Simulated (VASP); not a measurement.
A run of VASP 6.6.1 is set up as follows.

File INCAR:

```
SYSTEM = KHAu2
PREC     = Accurate       ! precision mode
ENCUT    = 520            ! plane-wave cutoff, eV
EDIFF    = 1E-6           ! SCF threshold, eV
ISMEAR   = -1             ! smearing method
SIGMA    = 0.1            ! smearing width, eV
LREAL    = .FALSE.        ! projectors in reciprocal space
LASPH    = .TRUE.         ! aspherical terms in the spheres
NELM     = 150            ! most SCF steps
ALGO     = Normal         ! electronic algorithm
ISIF     = 2              ! what is computed and relaxed
LWAVE    = .FALSE.        ! write WAVECAR
LCHARG   = .TRUE.         ! write CHGCAR
ISPIN    = 2              ! spin polarisation
MAGMOM   = 0.2 0.2 0.2 0.2 0.2 0.2 0.2 0.2 ! initial moments
LORBIT   = 11             ! projections on sites
LMAXMIX  = 4              ! l up to which the mixer works
GGA      = PE             ! functional
LELF     = .TRUE.         ! ELF
LVHAR    = .TRUE.       
NBANDS   = 46             ! bands
```

KPOINTS

```
Automatic mesh
0
G
  4 4 4
  0 0 0
```

The input POSCAR:

```
KHAu2
1.0
   -2.7886155343      2.7886155343      5.8157469342
    2.7886155343     -2.7886155343      5.8157469342
    2.7886155343      2.7886155343     -5.8157469342
K H Au
2 2 4
Direct
    0.2500000000      0.2500000000      0.0000000000
    0.7500000000      0.7500000000      0.0000000000
    0.5000000000      0.0000000000      0.5000000000
    0.0000000000      0.5000000000      0.5000000000
    0.7500123873      0.2500123873      1.0000247746
    0.2500123873      0.2499876127      0.5000000000
    0.2499876127      0.7499876127     -0.0000247746
    0.7499876127      0.7500123873      0.5000000000
```

Potentials or basis: VASP PAW PBE potentials, release 64 (K_sv, H, Au).

Run with:

```sh
$ cat potpaw_PBE.64/K_sv/POTCAR potpaw_PBE.64/H/POTCAR potpaw_PBE.64/Au/POTCAR > POTCAR
$ mpirun -np 1 vasp_std > vasp.out
```

Predict the pressure.

-0.1 GPa.

What does it give for the net moment?

0.00 μB per cell.

Stress tensor (GPa, compression positive):
```
-0.12  0.00  0.00
 0.00 -0.12  0.00
 0.00  0.00 -0.04
```
